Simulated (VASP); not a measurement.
H, 4 atoms in the cell. It takes space group Cmce (No. 64, orthorhombic). Conventional cell: a = 5.326 Å, b = 5.211 Å, c = 4.266 Å, α = 90.00°, β = 90.00°, γ = 90.00°. H (site symmetry m) has 1 H at 0.76 Å within 1.0 Å.  This cell differs from its parent crystal: strain +0.015 along x and y, +0.030 along z.

| Property | Result |
| --- | --- |
| Program | VASP 6.6.1 |
| Task | single point |
| Functional | PBEsol |
| Potentials or basis | VASP PAW PBE potentials, release 64 (H) |
| Cutoff | 520 eV |
| k mesh | 6 × 6 × 6 |
| Occupations | gaussian, width 0.05 eV |
| Spin | no spin polarisation |
| Dipole correction | no |
| Further INCAR settings | ALGO = Normal; EDIFF = 1e-07; NBANDS = 10 |

Potentials or basis: VASP PAW PBE potentials, release 64 (H).

Run with:

```sh
$ cat potpaw_PBE.64/H/POTCAR > POTCAR
$ mpirun -np 1 vasp_std > vasp.out
```

Hardware: 1 thread of Intel(R) Xeon(R) Platinum 8375C CPU @ 2.90GHz (Ice Lake) (shared host).

Estimate the wall time of this run.

Wall time 15 s on 1 thread of Intel(R) Xeon(R) Platinum 8375C CPU @ 2.90GHz (Ice Lake) (shared host), peak memory 0.16 GiB. Counts: scf iterations 13, k points 52.
